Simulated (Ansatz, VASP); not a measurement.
## NbN: VASP beside Ansatz

The input INCAR:

```
ALGO = Normal
EDIFF = 1E-8
ENCUT = 520
GGA = PS
GGA_COMPAT = F
ISIF = 2
ISMEAR = -1
LASPH = T
LCHARG = F
LEFG = T
LREAL = F
LWAVE = F
NBANDS = 16
NELM = 120
PREC = Accurate
SIGMA = 0.08
```

Contents of KPOINTS:

```
k-points
0
Gamma
  14 14 14
```

POSCAR

```
NbN
1.0
    0.0000000000      2.2017907512      2.2017907512
    2.2017907512      0.0000000000      2.2017907512
    2.2017907512      2.2017907512      0.0000000000
Nb N
1 1
Direct
    0.5000000000      0.5000000000      0.5000000000
    0.0000000000      0.0000000000      0.0000000000
```

Input for Ansatz:

```yaml
crystal:
  lattice:
    - [0.0, 2.2017907512, 2.2017907512]
    - [2.2017907512, 0.0, 2.2017907512]
    - [2.2017907512, 2.2017907512, 0.0]
  atoms:
    - { symbol: Nb, position: [0.5, 0.5, 0.5] }
    - { symbol: "N", position: [0.0, 0.0, 0.0] }
kpoints:
  mp_grid: { grid: [14, 14, 14] }
scf:
  occupations: { method: fermi_dirac, width: 0.08 }
hamiltonian:
  xc: pbesol
  pseudopotentials: { kind: all_electron, datasets: crystal }
output:
  forces: true
  stress: true
  eigenvalues: true
  efg: { contact_densities: true }
```

Change from the starting cell: volume scaled by 1.01, crystal datasets.

Alike in both runs: task electric field gradients; functional PBEsol; k mesh 14 × 14 × 14; occupations fermi-dirac, width 0.08 eV; no spin polarisation.

|  | VASP | Ansatz |
| --- | --- | --- |
| version | VASP 6.6.1 | Ansatz 0.2.0 |
| potentials or method | VASP PAW PBE potentials, release 64 (Nb_sv, N), cutoff 520 eV | all-electron PAW with datasets made for the crystal, scalar-relativistic |

|  | VASP | Ansatz | Ansatz less VASP |
| --- | --- | --- | --- |
| pressure (GPa) | -5.5 | -5.1 | +0.43 |

VASP's potentials were made for PBE, not for PBEsol. Ansatz ran all-electron here, and VASP with PAW potentials.
